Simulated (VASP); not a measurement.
**MgI2: single point with PBEsol**

MgI2:

```xyz
3
Lattice="4.1258 0.0000 0.0000 -2.0629 3.5731 0.0000 0.0000 0.0000 6.8159" Properties=species:S:1:pos:R:3 pbc="T T T"
Mg    0.0000    0.0000    0.0000
I     0.0000    2.3820    5.1640
I     2.0629    1.1910    1.6520
```

This cell differs from its parent crystal: volume scaled by 0.98.

| Property | Result |
| --- | --- |
| Program | VASP 6.6.1 |
| Task | single point |
| Functional | PBEsol |
| Potentials or basis | VASP PAW PBE potentials, release 64 (Mg, I) |
| Cutoff | 520 eV |
| k mesh | 7 × 7 × 4 |
| Occupations | fermi-dirac, width 0.03 eV |
| Spin | no spin polarisation |
| Dipole correction | no |
| Further INCAR settings | ALGO = Normal; EDIFF = 1e-07; NBANDS = 15 |

| Property | Result |
| --- | --- |
| Pressure | 0.4 GPa |
| Largest force | 0.061 eV/Å |
| Band gap on the k mesh | 3.47 eV, indirect (least direct gap 3.65 eV) |

Forces on the atoms (eV/Å):
```
Mg   0.000  0.000  0.000
I    0.000  0.000 -0.061
I    0.000  0.000  0.061
```

Stress tensor (GPa, compression positive):
```
0.29 0.00 0.00
0.00 0.29 0.00
0.00 0.00 0.67
```

Levels at points of the mesh, in eV from the valence-band top:
```
           k point  band 6  band 7  band 8  band 9  band 10  band 11
(0.00, 0.00, 0.00)   -0.09   -0.09    0.00    3.65     4.62     6.64
(0.00, 0.00, 0.50)   -0.40   -0.20   -0.20    4.63     4.73     6.45
```

Wall time 16 s on 1 thread of Intel(R) Xeon(R) 6975P-C (Granite Rapids), with other jobs on the host, peak memory 0.24 GiB.

Caveat: the PAW data sets were made with another functional, which shifts forces and pressure a little; spin-orbit coupling is left out, which moves the levels of the heavy elements; this functional lacks dispersion, which binds the layers, so the pressure and a relaxed spacing across them are unreliable. A k mesh can miss the band edges.
